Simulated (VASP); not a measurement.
HfC (CsCl type), 2 atoms in the cell. It takes space group Pm-3m (No. 221, cubic). Conventional cell: a = 2.821 Å, b = 2.821 Å, c = 2.821 Å, α = 90.00°, β = 90.00°, γ = 90.00°. Within 3.2 Å of Hf (site symmetry m-3m) lie 8 C at 2.44 Å and 6 Hf at 2.82 Å. Within 3.2 Å of C (site symmetry m-3m) lie 8 Hf at 2.44 Å and 6 C at 2.82 Å. 

```yaml
Program: VASP 6.6.1
Task: relaxation of cell and atoms
Functional: PBE
Potentials_or_basis: VASP PAW PBE potentials, release 64 (Hf_pv, C)
Cutoff: 600 eV
k_mesh: 13 × 13 × 13
Occupations: fermi-dirac, width 0.05 eV
Spin: no spin polarisation
Target_pressure: 20 GPa
Dipole_correction: no
Further_INCAR_settings: ALGO = Normal; EDIFF = 1e-06; IBRION = 2; EDIFFG = -0.005; NSW = 32; ISIF = 3
```

Potentials or basis: VASP PAW PBE potentials, release 64 (Hf_pv, C).

Run with:

```bash
$ cat potpaw_PBE.64/Hf_pv/POTCAR potpaw_PBE.64/C/POTCAR > POTCAR
$ mpirun -np 1 vasp_std > vasp.out
```

Hardware: 1 thread of Intel Xeon 8259CL, on a shared host.

Estimate the wall time of this run.

Wall time 43 s on 1 thread of Intel Xeon 8259CL, with other jobs on the host, peak memory 0.17 GiB. Counts: scf iterations 25, k points 84, ion steps 3.
